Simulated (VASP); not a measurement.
## GaN: vibrations by perturbation theory with PBEsol

Crystal: GaN.

```
Ga N
1.0
     0.00000    2.20721    2.20721
     2.20721    0.00000    2.20721
     2.20721    2.20721    0.00000
Ga N
1 1
Direct
  0.00000 0.00000 0.00000
  0.75000 0.75000 0.75000
```

```yaml
Program: VASP 6.6.1
Task: vibrations by perturbation theory
Functional: PBEsol
Potentials_or_basis: VASP PAW PBE potentials, release 64 (Ga_d, N)
Cutoff: 520 eV
k_mesh: 10 × 10 × 10
Occupations: gaussian, width 0.01 eV
Spin: no spin polarisation
Dipole_correction: no
Further_INCAR_settings: ALGO = Normal; EDIFF = 1e-08; NBANDS = 16; IBRION = 8; NSW = 1
```

```
Electronic dielectric tensor (diagonal)                 : 5.68
Born charges (mean of the diagonal)                     : Ga +2.62; N -2.62 e
Highest phonon frequency at Γ, LO-TO splitting left out : 579 cm⁻¹
```

Phonon frequencies in cm⁻¹ (negative: imaginary):
| q point | frequencies |
| --- | --- |
| (0.000, 0.000, 0.000) | 0 0 0 579 579 579 |

Electronic dielectric tensor:
```
5.68 0.00 0.00
0.00 5.68 0.00
0.00 0.00 5.68
```

Born effective charge tensors (e):
atom 1, Ga
```
2.62 0.00 0.00
0.00 2.62 0.00
0.00 0.00 2.62
```
atom 2, N
```
-2.62  0.00  0.00
 0.00 -2.62  0.00
 0.00  0.00 -2.62
```

It took 2.5 min on 1 thread of Intel(R) Xeon(R) 6975P-C (Granite Rapids), on a shared host, peak memory 0.26 GiB.

Caveat: the cell wasn't relaxed at this level first, which shifts response properties.
